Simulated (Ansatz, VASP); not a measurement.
# Mo: VASP beside Ansatz

File INCAR:

```
SYSTEM = Mo
PREC = Accurate ; ENCUT = 520
EDIFF = 1E-6 ; ISMEAR = -1
SIGMA = 0.08 ; LREAL = .FALSE.
LASPH = .TRUE. ; NELM = 100
ALGO = Normal ; ISIF = 2
LWAVE = .FALSE. ; LCHARG = .FALSE.
LDIPOL = .TRUE. ; IDIPOL = 3
DIPOL = 0.5 0.5 0.500 ; GGA = PE
NBANDS = 36
```

File KPOINTS:

```
regular mesh
0
G
  12 12 1
  0 0 0
```

POSCAR

```
Mo
1.0
    3.1607300689      0.0000000000      0.0000000000
    0.0000000000      3.1607300689      0.0000000000
    0.0000000000      0.0000000000     15.4116000000
Mo
4
Direct
    0.2500000000      0.2500000000      0.3568740887
    0.7500000000      0.7500000000      0.4441310694
    0.2500000000      0.2500000000      0.5558689324
    0.7500000000      0.7500000000      0.6431259113
```

Input for Ansatz:

```yaml
crystal:
  lattice:
    - [3.1607300689, 0.0, 0.0]
    - [0.0, 3.1607300689, 0.0]
    - [0.0, 0.0, 15.4116]
  atoms:
    - { symbol: Mo, position: [0.25, 0.25, 0.3568740887] }
    - { symbol: Mo, position: [0.75, 0.75, 0.4441310694] }
    - { symbol: Mo, position: [0.25, 0.25, 0.5558689324] }
    - { symbol: Mo, position: [0.75, 0.75, 0.6431259113] }
kpoints:
  mp_grid: { grid: [12, 12, 1] }
scf:
  occupations: { method: fermi_dirac, width: 0.08 }
hamiltonian:
  xc: pbe
  pseudopotentials: { kind: all_electron, lapw: { basis_error: 0.001 } }
output:
  forces: true
  stress: true
  eigenvalues: true
efield:
  axis: 3
  amplitude: 0
  dipole_correction: true
```

Alike in both runs: task single point; functional PBE; k mesh 12 × 12 × 1; occupations fermi-dirac, width 0.08 eV; no spin polarisation.

|  | VASP | Ansatz |
| --- | --- | --- |
| version | VASP 6.6.1 | Ansatz 0.2.0 |
| potentials or method | VASP PAW PBE potentials, release 64 (Mo_sv), cutoff 520 eV | all-electron LAPW, scalar-relativistic |

```csv
,VASP,Ansatz,Ansatz less VASP
rms of the force components (eV/Å),0.018,0.000,-0.0180
```

Atom by atom the forces differ by 0.018 eV/Å (rms over components). Ansatz ran all-electron here, and VASP with PAW potentials. Ansatz's warnings: vacuum density over bound.
